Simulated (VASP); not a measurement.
Crystal: Li4TmGe.

```xyz
6
Lattice="2.3308 -6.9725 0.0000 2.3308 6.9725 0.0000 0.0000 0.0000 3.6483" Properties=species:S:1:pos:R:3 pbc="T T T"
Li    2.3308    2.5250    0.0000
Li    2.3308   -4.7983    1.8241
Li    2.3308    4.7983    1.8241
Li    2.3308   -2.5250    0.0000
Tm    2.3308    0.0000    1.8241
Ge    0.0000    0.0000    0.0000
```

The cell was generated, and may not be a known phase.

```yaml
Program: VASP 6.6.1
Task: relaxation of cell and atoms
Functional: PBE
Potentials_or_basis: VASP PAW PBE potentials, release 64 (Li_sv, Tm_3, Ge_d), 4f in core
Cutoff: 750 eV
k_mesh: 8 × 8 × 8
Occupations: gaussian, width 0.1 eV
Spin: no spin polarisation
```

At the start: pressure -0.1 GPa; volume 19.76 Å³/atom.

Task: How do energy, volume and symmetry change on relaxing?

Result: Over 24 steps the energy falls by 17.2 meV/atom and the volume is 19.72 Å³/atom (-0.2 %); space group Cmmm (No. 65, to 0.1 Å) before and after.

The path:
```
step  energy change (eV)  largest force (eV/Å)  pressure (GPa)  volume (Å³)
   1              0.0000                0.0373           -0.09       118.58
   2             -0.0139                0.0164            0.07       118.38
   3             -0.0276                0.0609            0.38       117.96
   4             -0.0291                0.0808            0.52       117.77
   5             -0.0375                0.0953            0.01       119.34
   6             -0.0401                0.1222           -0.86       122.24
   7             -0.0412                0.1115           -0.52       121.06
   8             -0.0471                0.1142           -0.55       121.09
   9             -0.0512                0.1169           -0.61       121.11
  10             -0.0536                0.1320           -0.68       121.09
  11             -0.0655                0.1569           -0.09       118.78
  12             -0.0684                0.1800            0.41       116.99
  13             -0.0791                0.1473            0.36       116.75
  14             -0.0886                0.0647            0.29       116.17
  15             -0.0949                0.0296           -0.15       117.60
  16             -0.0959                0.0099           -0.39       118.43
  17             -0.1009                0.0261           -0.10       117.78
  18             -0.1015                0.0371            0.05       117.47
  19             -0.1015                0.0385            0.07       117.42
  20             -0.1019                0.0353            0.04       117.64
  21             -0.1027                0.0249           -0.09       118.29
  22             -0.1028                0.0199           -0.14       118.59
  23             -0.1031                0.0124           -0.08       118.46
  24             -0.1032                0.0069           -0.02       118.32
```

Final structure:
```cif
data_structure
_symmetry_space_group_name_H-M 'P 1'
_symmetry_Int_Tables_number 1
_cell_length_a 7.2004
_cell_length_b 7.2004
_cell_length_c 4.1222
_cell_angle_alpha 90.000
_cell_angle_beta 90.000
_cell_angle_gamma 146.383
_cell_volume 118.32
loop_
_atom_site_label
_atom_site_type_symbol
_atom_site_fract_x
_atom_site_fract_y
_atom_site_fract_z
_atom_site_occupancy
Li1 Li 0.33402 0.66598 0.00000 1
Li2 Li 0.82917 0.17083 0.50000 1
Li3 Li 0.17083 0.82917 0.50000 1
Li4 Li 0.66598 0.33402 0.00000 1
Tm1 Tm 0.50000 0.50000 0.50000 1
Ge1 Ge 0.00000 0.00000 0.00000 1
```
